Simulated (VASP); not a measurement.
# ZrGe2Pd3 (P4/mmm) in VASP: a series of runs, part 2 of 2

VASP 6.6.1. Earlier steps stand in the parts before.

## Step 5: Single point, PBE

This run uses another cell than the first one, of 22.71 Å³/atom.

INCAR

```
PREC = Accurate
ENCUT = 520
EDIFF = 1E-7
ISMEAR = 0
SIGMA = 0.2
LREAL = F
LASPH = T
NELM = 60
ALGO = Fast
ISIF = 2
LWAVE = F
LCHARG = F
GGA = PE
NBANDS = 44
```

KPOINTS

```
Automatic mesh
0
Gamma
  4 4 3
```

POSCAR

```
ZrGe2Pd3
1.0
    5.1057534947      0.0000000000      0.0000000000
    0.0000000000      5.1057534947      0.0000000000
    0.0000000000      0.0000000000      5.2279804070
Zr Ge Pd
1 2 3
Direct
    0.0000000000      0.0000000000      0.0000000000
    0.5000000000      0.0000000000      0.0000000000
    0.0000000000      0.5000000000      0.0000000000
    0.5000000000      0.5000000000      0.5000000000
    0.5000000000      0.5000000000      0.0000000000
    0.0000000000      0.0000000000      0.5000000000
```

Potentials or basis: VASP PAW PBE potentials, release 64 (Zr_sv, Ge_d, Pd).

Command:

```bash
cat potpaw_PBE.64/Zr_sv/POTCAR potpaw_PBE.64/Ge_d/POTCAR potpaw_PBE.64/Pd/POTCAR > POTCAR
mpirun -np 1 vasp_std > vasp.out
```

OUTCAR:

```text
PREC = Accurate
   ENCUT = 520
   EDIFF = 1E-7
   ISMEAR = 0
   LREAL = F
   LASPH = T
   NELM = 60
   ISIF = 2
   GGA = PE

 ion  position               nearest neighbor table
   1  0.000  0.000  0.000-   2 2.55   3 2.55   3 2.55   2 2.55   6 2.61   6 2.61   5 3.61   5 3.61
                             5 3.61   5 3.61
   2  0.500  0.000  0.000-   1 2.55   5 2.55   5 2.55   1 2.55
   3  0.000  0.500  0.000-   1 2.55   5 2.55   1 2.55   5 2.55
   4  0.500  0.500  0.500-   5 2.61   5 2.61
   5  0.500  0.500  0.000-   2 2.55   3 2.55   2 2.55   3 2.55   4 2.61   4 2.61   1 3.61   1 3.61
                             1 3.61   1 3.61
   6  0.000  0.000  0.500-   1 2.61   1 2.61

  LATTYP: Found a simple tetragonal cell.
 ALAT       =     5.1057534947
 C/A-ratio  =     1.0239390547

  Lattice vectors:

 A1 = (   5.1057534947,   0.0000000000,   0.0000000000)
 A2 = (   0.0000000000,   5.1057534947,   0.0000000000)
 A3 = (   0.0000000000,   0.0000000000,   5.2279804070)

Analysis of symmetry for initial positions (statically):
=====================================================================
 Subroutine PRICEL returns:
[... 171 lines left out ...]
 cond. band min:       5.3104086321   @ k =   0.2500   0.0000   0.0000
 fundamental gap:      0.0419855768
 Fermi energy:         5.2717995250

 k-point     1 :       0.0000    0.0000    0.0000
  band No.  band energies     occupation
      1     -43.5451      2.00000
      2     -21.7558      2.00000
      3     -21.6626      2.00000
      4     -21.6626      2.00000
      5     -19.0959      2.00000
      6     -19.0899      2.00000
[... 553 lines left out ...]
     43      10.9594      0.00000
     44      11.0587      0.00000

------------------------ aborting loop because EDIFF is reached ----------------------------------------

  FORCE on cell =-STRESS in cart. coord.  units (eV):
  Direction    XX          YY          ZZ          XY          YZ          ZX
  --------------------------------------------------------------------------------------
  -------------------------------------------------------------------------------------
  Total        0.5097217      0.5097217     -0.1472781      0.0000000      0.0000000      0.0000000
  in kB        5.9922524      5.9922524     -1.7313914      0.0000000      0.0000000      0.0000000
  external PRESSURE =       3.4177044 kB  Pullay stress =       0.0000000 kB

 VOLUME and BASIS-vectors are now :
 -----------------------------------------------------------------------------
  energy-cutoff  :      520.00
  volume of cell :      136.29
      direct lattice vectors                 reciprocal lattice vectors
     5.105753495  0.000000000  0.000000000     0.195857477  0.000000000  0.000000000
     0.000000000  5.105753495  0.000000000     0.000000000  0.195857477  0.000000000
     0.000000000  0.000000000  5.227980407     0.000000000  0.000000000  0.191278452

 POSITION                                       TOTAL-FORCE (eV/Angst)
 -----------------------------------------------------------------------------------
      0.00000      0.00000      0.00000         0.000000      0.000000      0.000000
      2.55288      0.00000      0.00000         0.000000      0.000000      0.000000
      0.00000      2.55288      0.00000         0.000000      0.000000      0.000000
      2.55288      2.55288      2.61399         0.000000      0.000000      0.000000
      2.55288      2.55288      0.00000         0.000000      0.000000      0.000000
      0.00000      0.00000      2.61399         0.000000      0.000000      0.000000
 -----------------------------------------------------------------------------------
    total drift:                               -0.000000      0.000000     -0.000000

  FREE ENERGIE OF THE ION-ELECTRON SYSTEM (eV)
  ---------------------------------------------------
  free  energy   TOTEN  =       -30.5792298683 eV

  energy  without entropy=      -30.4995744949  energy(sigma->0) =      -30.53940218
```

OSZICAR:

```text
N       E                     dE             d eps       ncg     rms          rms(c)
DAV:   1     0.796966780576E+03    0.79697E+03   -0.33300E+04  1348   0.315E+03
DAV:   2     0.943730414944E+02   -0.70259E+03   -0.67561E+03  1096   0.916E+02
DAV:   3    -0.214286093146E+02   -0.11580E+03   -0.11121E+03  1160   0.196E+02
[... 48 lines left out ...]
RMM:  52    -0.305792294953E+02   -0.15305E-06   -0.18527E-06  1031   0.403E-03    0.274E-03
RMM:  53    -0.305792296165E+02   -0.12116E-06   -0.14868E-06   919   0.340E-03    0.295E-03
RMM:  54    -0.305792297135E+02   -0.97078E-07   -0.13195E-06   878   0.350E-03    0.329E-03
RMM:  55    -0.305792297954E+02   -0.81807E-07   -0.11103E-06   920   0.345E-03    0.356E-03
RMM:  56    -0.305792298683E+02   -0.72943E-07   -0.98465E-07   876   0.346E-03
   1 F= -.30579230E+02 E0= -.30539402E+02  d E =-.796554E-01
```

Run time: 3 min. Hardware: 1 thread of Intel Xeon 6975P-C (Granite Rapids), shared host; peak memory 0.28 GiB.

Results:

| Quantity | Value |
| --- | --- |
| Free energy | -30.5792 eV |
| Pressure | 0.3 GPa |
| Band gap on the k mesh | zero (bands 35 and 36 overlap by 1.22 eV) |

Stress tensor (GPa, compression positive):
```
 0.60  0.00  0.00
 0.00  0.60  0.00
 0.00  0.00 -0.17
```

Caveat: the k points lie up to 0.40 Å⁻¹ apart, too coarse for converged energies and pressures of a metal.

## Step 6: Relaxation of cell and atoms, PBE

This run uses another cell than the first one, of 18.68 Å³/atom.

INCAR

```
  ALGO = Normal
  EDIFF = 1E-7
  EDIFFG = -0.08
  ENCUT = 600
  GGA = PE
  IBRION = 2
  ISIF = 3
  ISMEAR = 0
  LASPH = T
  LCHARG = F
  LREAL = F
  LWAVE = F
  NELM = 100
  NSW = 36
  PREC = Accurate
  SIGMA = 0.2
```

KPOINTS

```
k-points
0
Gamma
  4 4 3
```

POSCAR

```
ZrGe2Pd3
1.0
    4.0367679700      0.0000000000      0.0000000000
    0.0000000000      4.0367679700      0.0000000000
    0.0000000000      0.0000000000      6.8771402900
Zr Ge Pd
1 2 3
Direct
    0.5000000000      0.5000000000      0.5000000000
    0.0000000000      0.5000000000      0.5000000000
    0.5000000000      0.0000000000      0.5000000000
    0.0000000000      0.0000000000      0.8319358700
    0.0000000000      0.0000000000      0.1680641300
    0.0000000000      0.0000000000      0.5000000000
```

Potentials or basis: VASP PAW PBE potentials, release 64 (Zr_sv, Ge_d, Pd).

Command:

```bash
cat potpaw_PBE.64/Zr_sv/POTCAR potpaw_PBE.64/Ge_d/POTCAR potpaw_PBE.64/Pd/POTCAR > POTCAR
mpirun -np 1 vasp_std > vasp.out
```

OUTCAR:

```text
EDIFF = 1E-7
   EDIFFG = -0.08
   ENCUT = 600
   GGA = PE
   IBRION = 2
   ISIF = 3
   ISMEAR = 0
   LASPH = T
   LREAL = F
   NELM = 100
   NSW = 36
   PREC = Accurate

 ion  position               nearest neighbor table
   1  0.500  0.500  0.500-   2 2.02   3 2.02   3 2.02   2 2.02   6 2.85   6 2.85   6 2.85   6 2.85
                             4 3.65   5 3.65   4 3.65   5 3.65   4 3.65   4 3.65   5 3.65   5 3.65
   2  0.000  0.500  0.500-   1 2.02   6 2.02   6 2.02   1 2.02   3 2.85   3 2.85   3 2.85   3 2.85
                             4 3.05   5 3.05   4 3.05   5 3.05
   3  0.500  0.000  0.500-   1 2.02   6 2.02   1 2.02   6 2.02   2 2.85   2 2.85   2 2.85   2 2.85
                             4 3.05   5 3.05   4 3.05   5 3.05
   4  0.000  0.000  0.832-   6 2.28   5 2.31   2 3.05   3 3.05   2 3.05   3 3.05   1 3.65   1 3.65
                             1 3.65   1 3.65
   5  0.000  0.000  0.168-   6 2.28   4 2.31   2 3.05   3 3.05   2 3.05   3 3.05   1 3.65   1 3.65
                             1 3.65   1 3.65
   6  0.000  0.000  0.500-   2 2.02   3 2.02   2 2.02   3 2.02   4 2.28   5 2.28   1 2.85   1 2.85
                             1 2.85   1 2.85

  LATTYP: Found a simple tetragonal cell.
 ALAT       =     4.0367679700
 C/A-ratio  =     1.7036253610

  Lattice vectors:

 A1 = (   4.0367679700,   0.0000000000,   0.0000000000)
 A2 = (   0.0000000000,   4.0367679700,   0.0000000000)
 A3 = (   0.0000000000,   0.0000000000,   6.8771402900)

Analysis of symmetry for initial positions (statically):
=====================================================================
 Subroutine PRICEL returns:
 Original cell was already a primitive cell.

 Routine SETGRP: Setting up the symmetry group for a
 simple tetragonal supercell.

 Subroutine GETGRP returns: Found 16 space group operations
 (whereof 16 operations were pure point group operations)
 out of a pool of 16 trial point group operations.

The static configuration has the point symmetry D_4h.

Analysis of symmetry for dynamics (positions and initial velocities):
=====================================================================
 Subroutine PRICEL returns:
 Original cell was already a primitive cell.

 Routine SETGRP: Setting up the symmetry group for a
 simple tetragonal supercell.

 Subroutine GETGRP returns: Found 16 space group operations
 (whereof 16 operations were pure point group operations)
 out of a pool of 16 trial point group operations.

The dynamic configuration has the point symmetry D_4h.

 Subroutine INISYM returns: Found 16 space group operations
 (whereof 16 operations are pure point group operations),
 and found     1 'primitive' translations

----------------------------------------------------------------------------------------

                                     Primitive cell

  volume of cell :     112.0664

  direct lattice vectors                    reciprocal lattice vectors
     4.036767970  0.000000000  0.000000000     0.247722933  0.000000000  0.000000000
     0.000000000  4.036767970  0.000000000     0.000000000  0.247722933  0.000000000
     0.000000000  0.000000000  6.877140290     0.000000000  0.000000000  0.145409277

  length of vectors
     4.036767970  4.036767970  6.877140290     0.247722933  0.247722933  0.145409277

  position of ions in fractional coordinates (direct lattice)
     0.500000000  0.500000000  0.500000000
     0.000000000  0.500000000  0.500000000
     0.500000000  0.000000000  0.500000000
     0.000000000  0.000000000  0.831935870
     0.000000000  0.000000000  0.168064130
     0.000000000  0.000000000  0.500000000

  ion indices of the primitive-cell ions
   primitive index   ion index
                 1           1
                 2           2
                 3           3
                 4           4
                 5           5
                 6           6

----------------------------------------------------------------------------------------

 KPOINTS: k-points

Automatic generation of k-mesh.
 Grid dimensions read from file:
 generate k-points for:    4    4    3

 Generating k-lattice:

  Cartesian coordinates                     Fractional coordinates (reciprocal lattice)
     0.061930733  0.000000000  0.000000000     0.250000000  0.000000000  0.000000000
     0.000000000  0.061930733  0.000000000     0.000000000  0.250000000  0.000000000
     0.000000000  0.000000000  0.048469759     0.000000000  0.000000000  0.333333333

  Length of vectors
     0.061930733  0.061930733  0.048469759

  Shift w.r.t. Gamma in fractional coordinates (k-lattice)
     0.000000000  0.000000000  0.000000000

 Subroutine IBZKPT returns following result:
 ===========================================

 Found     12 irreducible k-points:

 Following reciprocal coordinates:
            Coordinates               Weight
  0.000000  0.000000  0.000000      1.000000
  0.250000  0.000000  0.000000      4.000000
  0.500000  0.000000  0.000000      2.000000
  0.250000  0.250000  0.000000      4.000000
  0.500000  0.250000  0.000000      4.000000
  0.500000  0.500000  0.000000      1.000000
  0.000000  0.000000  0.333333      2.000000
  0.250000  0.000000  0.333333      8.000000
  0.500000  0.000000  0.333333      4.000000
  0.250000  0.250000  0.333333      8.000000
  0.500000  0.250000  0.333333      8.000000
  0.500000  0.500000  0.333333      2.000000
   k-points           NKPTS =     12   k-points in BZ     NKDIM =     12   number of bands    NBANDS=     42
   number of dos      NEDOS =    301   number of ions     NIONS =      6
   total plane-waves  NPLWV =  57344
   dimension x,y,z NGX =    32 NGY =   32 NGZ =   56
   dimension x,y,z NGXF=    64 NGYF=   64 NGZF=  112
   ions per type =               1   2   3
   NGX,Y,Z   is equivalent  to a cutoff of  13.18, 13.18, 13.54 a.u.
   NGXF,Y,Z  is equivalent  to a cutoff of  26.36, 26.36, 27.07 a.u.
 SYSTEM =  unknown system
   PREC   = accura    normal or accurate (medium, high low for compatibility)
   ISTART =      0    job   : 0-new  1-cont  2-samecut
   ICHARG =      2    charge: 1-file 2-atom 10-const
   ISPIN  =      1    spin polarized calculation?
   LNONCOLLINEAR =      F non collinear calculations
   LSORBIT =      F    spin-orbit coupling
   LASPH  =      T    aspherical Exc in radial PAW
   ENCUT  =  600.0 eV  44.10 Ry    6.64 a.u.   8.06  8.06 13.74*2*pi/ulx,y,z
   NELM   =    100;   NELMIN=  2; NELMDL= -5     # of ELM steps
   EDIFF  = 0.1E-06   stopping-criterion for ELM
   LREAL  =      F    real-space projection
   EDIFFG = -.8E-01   stopping-criterion for IOM
   NSW    =     36    number of steps for IOM
   IBRION =      2    ionic relax: 0-MD 1-quasi-New 2-CG
   NFREE  =      1    steps in history (QN), initial steepest desc. (CG)
   ISIF   =      3    stress and relaxation
   ISYM   =      2    0-nonsym 1-usesym 2-fastsym
   POTIM  = 0.5000    time-step for ionic-motion
   TEBEG  =    0.0;   TEEND  =   0.0 temperature during run
   PSTRESS=    0.0 pullay stress
   NELECT =      70.0000    total number of electrons
   NUPDOWN=      -1.0000    fix difference up-down
   EMIN   =  10.00;   EMAX   =-10.00  energy-range for DOS
   EFERMI =   0.00;   METHOD = LEGACY
   ISMEAR =     0;   SIGMA  =   0.20  broadening in eV -4-tet -1-fermi 0-gaus
   EFERMI_NEDOS =   21; number of points for ismear=-14 and -15
   IALGO  =     38    algorithm
   IMIX   =      4    mixing-type and parameters
     AMIX     =   0.40;   BMIX     =  1.00
     AMIX_MAG =   1.60;   BMIX_MAG =  1.00
  volume/ion in A,a.u.               =      18.68       126.04
  Fermi-wavevector in a.u.,A,eV,Ry     =   1.399423  2.644526 26.645444  1.958385
  Thomas-Fermi vector in A             =   2.522484
   LORBIT       =      0    0 simple, 1 ext, 2 COOP (PROOUT), +10 PAW based schemes
   GGA     = PE    functional components
   LHFCALC =     F    Hartree Fock is set to
   AEXX    =    0.0000 exact exchange contribution
   IVDW    =     0    specifies the selected vdW correction
   LEPSILON=     F    determine dielectric tensor
   LRPA    =     F    only Hartree local field effects (RPA)
 conjugate gradient relaxation of ions
 non-spin polarized calculation
 Gauss-broadening in eV      SIGMA  =   0.20
  energy-cutoff  :      600.00
  volume of cell :      112.07
 maximum number of plane-waves:      3796
   NGX = 17   NGY = 17   NGZ = 27

--------------------------------------- Ionic step        1  -------------------------------------------

 number of electron      69.9999982 magnetization

 Free energy of the ion-electron system (eV)
  ---------------------------------------------------
  ext. energy  EPLUGINS =         0.00000000
  ---------------------------------------------------
  free energy    TOTEN  =        -8.46189788 eV

  energy without entropy =       -8.40252283  energy(sigma->0) =       -8.43221036

 E-fermi :   7.5105     XC(G=0): -10.8234

 val. band max:        7.4651316424   @ k =   0.5000   0.5000   0.3333
 cond. band min:       7.5209815349   @ k =   0.5000   0.5000   0.3333
 fundamental gap:      0.0558498925
 Fermi energy:         7.5105126876
[... 1404 lines left out ...]
--------------------------------------- Ionic step        9  -------------------------------------------

 number of electron      70.0000060 magnetization

 Free energy of the ion-electron system (eV)
  ---------------------------------------------------
  ext. energy  EPLUGINS =         0.00000000
  ---------------------------------------------------
  free energy    TOTEN  =       -27.63460312 eV

  energy without entropy =      -27.47574080  energy(sigma->0) =      -27.55517196

 E-fermi :   2.2343     XC(G=0):  -8.0262

 val. band max:        2.2260146506   @ k =   0.5000   0.2500   0.0000
 cond. band min:       2.2450896534   @ k =   0.2500   0.2500   0.0000
 fundamental gap:      0.0190750028
 Fermi energy:         2.2342724026
[... 571 lines left out ...]
  FREE ENERGIE OF THE ION-ELECTRON SYSTEM (eV)
  ---------------------------------------------------
  free  energy   TOTEN  =       -27.6346031190 eV

  energy  without entropy=      -27.4757408032  energy(sigma->0) =      -27.55517196

 reached required accuracy - stopping structural energy minimisation
```

CONTCAR:

```text
ZrGe2Pd3
   1.00000000000000
     5.1364235869473100   -0.0000000000000000    0.0000000000000000
     0.0000000000000000    5.1364235869473100    0.0000000000000000
    -0.0000000000000000   -0.0000000000000000    7.6587002998616533
  Zr              Ge              Pd
     1     2     3
Direct
     0.5000000000000000    0.5000000000000000    0.5000000000000000
     0.0000000000000000    0.5000000000000000    0.5000000000000000
     0.5000000000000000    0.0000000000000000    0.5000000000000000
     0.0000000000000000    0.0000000000000000    0.8328914417905511
     0.0000000000000000    0.0000000000000000    0.1671085582094489
     0.0000000000000000    0.0000000000000000    0.5000000000000000

  0.00000000E+00  0.00000000E+00  0.00000000E+00
  0.00000000E+00  0.00000000E+00  0.00000000E+00
  0.00000000E+00  0.00000000E+00  0.00000000E+00
  0.00000000E+00  0.00000000E+00  0.00000000E+00
  0.00000000E+00  0.00000000E+00  0.00000000E+00
  0.00000000E+00  0.00000000E+00  0.00000000E+00
```

Wall time 6.5 min (1 thread of Intel Xeon 6975P-C (Granite Rapids), shared host); peak memory 0.27 GiB.

What came out:

```yaml
Free_energy: -27.6346 eV
Relaxed_volume: 33.68 Å³/atom
Relaxed_cell: a = 5.136 Å, b = 5.136 Å, c = 7.659 Å, α = 90.00°, β = 90.00°, γ = 90.00°
Space_group_after_relaxing_to_0.1_Å: P4/mmm (No. 123)
Energy_gained_by_relaxing: 3195.5 meV/atom
Ionic_steps: 9
Pressure_after_relaxing: 0.1 GPa
Largest_force_after_relaxing: 0.035 eV/Å
Band_gap_on_the_k_mesh: zero (bands 35 and 36 overlap by 0.61 eV)
```

Forces on the atoms (eV/Å):
```
Zr   0.000  0.000  0.000
Ge   0.000  0.000  0.000
Ge   0.000  0.000  0.000
Pd   0.000  0.000  0.035
Pd   0.000  0.000 -0.035
Pd   0.000  0.000  0.000
```

Stress tensor (GPa, compression positive):
```
0.15 0.00 0.00
0.00 0.15 0.00
0.00 0.00 0.07
```

The path:
```
step  energy change (eV)  largest force (eV/Å)  pressure (GPa)  volume (Å³)
   1              0.0000                1.7832          106.65       112.07
   2             -4.4683                0.5179          -16.22       439.06
   3            -18.4210                0.8277           -4.49       231.29
   4            -18.8056                0.7944           -3.12       218.91
   5            -19.0745                0.6718            2.13       193.05
   6            -19.1015                0.7120            0.45       199.36
   7            -19.1008                0.6997            0.96       197.30
   8            -19.1709                0.0529            0.24       201.21
   9            -19.1727                0.0348            0.13       202.06
```

Final structure:
```xyz
6
Lattice="5.1364 0.0000 0.0000 0.0000 5.1364 0.0000 0.0000 0.0000 7.6587" Properties=species:S:1:pos:R:3 pbc="T T T"
Zr    2.5682    2.5682    3.8294
Ge    0.0000    2.5682    3.8294
Ge    2.5682    0.0000    3.8294
Pd    0.0000    0.0000    6.3789
Pd    0.0000    0.0000    1.2798
Pd    0.0000    0.0000    3.8294
```

Caveat: the k points lie up to 0.31 Å⁻¹ apart in the final cell, too coarse for converged energies and pressures of a metal; the volume moved by over 15 % at a fixed basis, so the end points are rough; the relaxation stopped at a loose force limit of 0.08 eV/Å, so its end isn't a converged minimum.

## Step 7: The runs side by side

```tsv
task	cell	cutoff (eV)	gap on the mesh (eV)	pressure (GPa)	largest force (eV/Å)
single point	a = 5.020, b = 5.020, c = 5.001 Å, 6 atoms, atomic positions A	520	none	0.0	-
single point	a = 5.155, b = 5.155, c = 7.694 Å, 6 atoms, atomic positions B	520	none	-0.2	0.02
single point	a = 5.173, b = 5.173, c = 7.694 Å, 6 atoms, atomic positions B	520	none	-0.6	0.01
single point	a = 5.106, b = 5.106, c = 5.228 Å, 6 atoms, atomic positions C	520	none	0.3	-
relaxation of cell and atoms	relaxed from a = 4.037, b = 4.037, c = 6.877 Å, 6 atoms, atomic positions B	600	none	0.1	0.03
```

Alike in all rows: level PBE; potentials or basis VASP PAW PBE potentials, release 64 (Zr_sv, Ge_d, Pd); no spin polarisation; k mesh 4 × 4 × 3; smearing gaussian 0.2 eV.

Caveats: some runs use coarse meshes; the volume moved by over 15 % at a fixed basis, so the end points are rough (at least some runs); the relaxation stopped at a loose force limit of 0.08 eV/Å, so its end isn't a converged minimum (at least some runs).

Absolute energies hang on the potentials; compare differences alone.
